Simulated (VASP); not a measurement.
Wanted: the native input for a VASP 6.6.1 run.

```yaml
Task: single point
Functional: PBE
Potentials_or_basis: VASP PAW PBE potentials, release 64 (La, N, O)
Cutoff: 520 eV
k_mesh: 10 × 10 × 10
Occupations: gaussian, width 0.1 eV
Spin: no spin polarisation
Dipole_correction: no
Further_INCAR_settings: ALGO = Normal; EDIFF = 1e-06; NBANDS = 34
```

The structure of La3NO2 lies in POSCAR:

```
La3NO2
1.0
   -1.8400008746      2.6046217085      5.5280670443
    1.8400008746     -2.6046217085      5.5280670443
    1.8400008746      2.6046217085     -5.5280670443
La N O
3 1 2
Direct
    0.5000000000      0.0000000000      0.5000000000
    0.1632338919      0.6632338919      0.5000000000
    0.8367661081      0.3367661081      0.5000000000
    0.0000000000      0.0000000000      0.0000000000
    0.6639482385      0.6639482385      0.0000000000
    0.3360517615      0.3360517615      0.0000000000
```

The cell was generated, and may not be a known phase.

The input as run:

INCAR

```
PREC     = Accurate       # precision mode
ENCUT    = 520            # plane-wave cutoff, eV
EDIFF    = 1E-6           # SCF threshold, eV
ISMEAR   = 0              # smearing method
SIGMA    = 0.1            # smearing width, eV
LREAL    = False          # projectors in reciprocal space
LASPH    = True           # aspherical terms in the spheres
NELM     = 80             # most SCF steps
ALGO     = Normal         # electronic algorithm
ISIF     = 2              # what is computed and relaxed
LWAVE    = False          # write WAVECAR
LCHARG   = False          # write CHGCAR
GGA      = PE             # functional
NBANDS   = 34             # bands
```

KPOINTS

```
Automatic mesh
0
Gamma
  10 10 10
```

Potentials or basis: VASP PAW PBE potentials, release 64 (La, N, O).

Command:

```bash
$ cat potpaw_PBE.64/La/POTCAR potpaw_PBE.64/N/POTCAR potpaw_PBE.64/O/POTCAR > POTCAR
$ mpirun -np 1 vasp_std > vasp.out
```

Results of the run:

The pressure is -0.3 GPa. The largest force is 0.012 eV/Å and the band gap on the k mesh is zero (bands 25 and 26 overlap by 2.32 eV).

Caveat: spin-orbit coupling is left out, which moves the levels of the heavy elements.

Wall time 14 min on 1 thread of AMD EPYC 9R45 96-Core Processor (Zen 5) (shared host), peak memory 0.73 GiB.
